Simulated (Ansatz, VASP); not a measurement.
## HfC in VASP and in Ansatz

```
Hf C
1.0
     0.00000    2.37060    2.37060
     2.37060    0.00000    2.37060
     2.37060    2.37060    0.00000
Hf C
1 1
Direct
  0.50000 0.50000 0.50000
  0.00000 0.00000 0.00000
```

Change from the starting cell: volume scaled by 1.06, crystal datasets.

Alike in both runs: task electric field gradients; functional PBEsol; k mesh 15 × 15 × 15; occupations fermi-dirac, width 0.05 eV; no spin polarisation.

```csv
,VASP,Ansatz
version,VASP 6.6.1,Ansatz 0.2.0
potentials or method,"VASP PAW PBE potentials, release 64 (Hf_pv, C), cutoff 520 eV","all-electron PAW with datasets made for the crystal, scalar-relativistic"
```

Ansatz gave:

| Quantity | Value |
| --- | --- |
| pressure (GPa) | -18.0 |

Task: Estimate VASP's values.

Result: Pressure (GPa): -18.6.

VASP's potentials were made for PBE, not for PBEsol. Ansatz ran all-electron here, and VASP with PAW potentials.

Neither program's run includes spin-orbit coupling.
